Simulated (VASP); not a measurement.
Wanted: the native input for a VASP 6.6.1 run.

| Property | Result |
| --- | --- |
| Task | single point |
| Functional | LDA |
| Potentials or basis | VASP PAW LDA potentials, release 64 (Li_sv) |
| Cutoff | 520 eV |
| k mesh | 14 × 14 × 14 |
| Occupations | fermi-dirac, width 0.1 eV |
| Spin | no spin polarisation |
| Dipole correction | no |
| Further INCAR settings | ALGO = Normal; EDIFF = 1e-07; NBANDS = 12 |

The structure of Li lies in POSCAR:

```
Li
1.0
    1.5391332077      0.8886189718      7.4892621460
   -1.5391332077      0.8886189718      7.4892621460
    0.0000000000     -1.7772379436      7.4892621460
Li
3
Direct
    0.0000000000      1.0000000000      0.0000000000
    0.2221244912      0.2221244912      0.2221244912
    0.7778755088      0.7778755088      0.7778755088
```

One way to write it, as run:

INCAR

```
SYSTEM = Li
PREC = Accurate ; ENCUT = 520
EDIFF = 1E-7 ; ISMEAR = -1
SIGMA = 0.1 ; LREAL = .FALSE.
LASPH = .TRUE. ; NELM = 100
ALGO = Normal ; ISIF = 2
LWAVE = .FALSE. ; LCHARG = .FALSE.
GGA = CA ; NBANDS = 12
```

KPOINTS

```
Automatic mesh
0
G
  14 14 14
  0 0 0
```

Potentials or basis: VASP PAW LDA potentials, release 64 (Li_sv).

Run with:

```sh
$ cat potpaw_LDA.64/Li_sv/POTCAR > POTCAR
$ mpirun -np 1 vasp_std > vasp.out
```

It gave:

```yaml
Largest_force: 0.005 eV/Å
Band_gap_on_the_k_mesh: zero (an odd number of electrons rules out a gap without spin polarisation)
```

Wall time 9.2 min on 1 thread of AMD EPYC 9R45 (Zen 5), on a shared host, peak memory 0.39 GiB.
